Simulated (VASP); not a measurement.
Wanted: the native input for a VASP 6.6.1 run.

```yaml
Task: single point
Functional: PBEsol
Potentials_or_basis: VASP PAW PBE potentials, release 64 (Si)
Cutoff: 520 eV
k_mesh: 8 × 8 × 8
Occupations: fermi-dirac, width 0.05 eV
Spin: no spin polarisation
Dipole_correction: no
Further_INCAR_settings: ALGO = Normal; EDIFF = 1e-06; NBANDS = 11
```

The structure of Si lies in POSCAR:

```
Si
1.0
    0.0000000000      2.5796347416      2.5796347416
    2.5796347416      0.0000000000      2.5796347416
    2.5796347416      2.5796347416      0.0000000000
Si
2
Direct
    0.5000000000      0.5000000000      0.5000000000
    0.7500000000      0.7500000000      0.7500000000
```

These files were run (other wordings do the same):

INCAR

```
PREC = Accurate ; ENCUT = 520
EDIFF = 1E-6 ; ISMEAR = -1
SIGMA = 0.05 ; LREAL = False
LASPH = True ; NELM = 60
ALGO = Normal ; ISIF = 2
LWAVE = False ; LCHARG = False
GGA = PS ; NBANDS = 11
```

KPOINTS

```
regular mesh
0
Gamma
  8 8 8
```

Potentials or basis: VASP PAW PBE potentials, release 64 (Si).

Command:

```bash
$ cat potpaw_PBE.64/Si/POTCAR > POTCAR
$ mpirun -np 1 vasp_std > vasp.out
```

It gave:

The pressure is 20.3 GPa. The band gap on the k mesh is 0.22 eV, indirect (least direct gap 2.56 eV).

Caveat: the PAW data sets were made with another functional, which shifts forces and pressure a little.

Wall time 7.8 s on 1 thread of Intel(R) Xeon(R) Platinum 8259CL CPU @ 2.50GHz (Skylake/Cascade Lake), with other jobs on the host, peak memory 0.15 GiB.
